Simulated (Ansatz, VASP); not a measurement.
Two plane-wave programs on RbH2

```xyz
6
Lattice="5.9209 0.0000 0.0000 0.0000 5.9209 0.0000 0.0000 0.0000 7.1211" Properties=species:S:1:pos:R:3 pbc="T T T"
Rb    0.0000    0.0000    0.0000
Rb    2.9605    2.9605    3.5606
H     2.6929    3.2281    0.0000
H     3.2281    2.6929    0.0000
H     5.6533    5.6533    3.5606
H     0.2676    0.2676    3.5606
```

Alike in both runs: functional PBE; k mesh 6 × 6 × 6; occupations gaussian, width 0.1 eV; no spin polarisation.

Ansatz relaxed the structure, and its values are those at the end. VASP's run is a single point on that final structure, the one shown.

|  | VASP | Ansatz |
| --- | --- | --- |
| version | VASP 6.6.1 | Ansatz 0.2.0 |
| potentials or method | VASP PAW PBE potentials, release 64 (Rb_sv, H), cutoff 520 eV | scalar-relativistic, plane waves, PAW |
| valence electrons in the cell | 22 | 22 |

Ansatz gave:

* gap on the k mesh at the Fermi level (eV): none
* pressure (GPa): 0.0
* rms of the force components (eV/Å): 0.006

Problem. What did VASP give for the same quantities?

Solution. gap on the k mesh at the Fermi level (eV): none; pressure (GPa): 0.0; rms of the force components (eV/Å): 0.001.

A gap of «none» marks a metal or a gap that the smearing closes. The functional is the same, so the differences come from potentials, cutoffs and numerics.
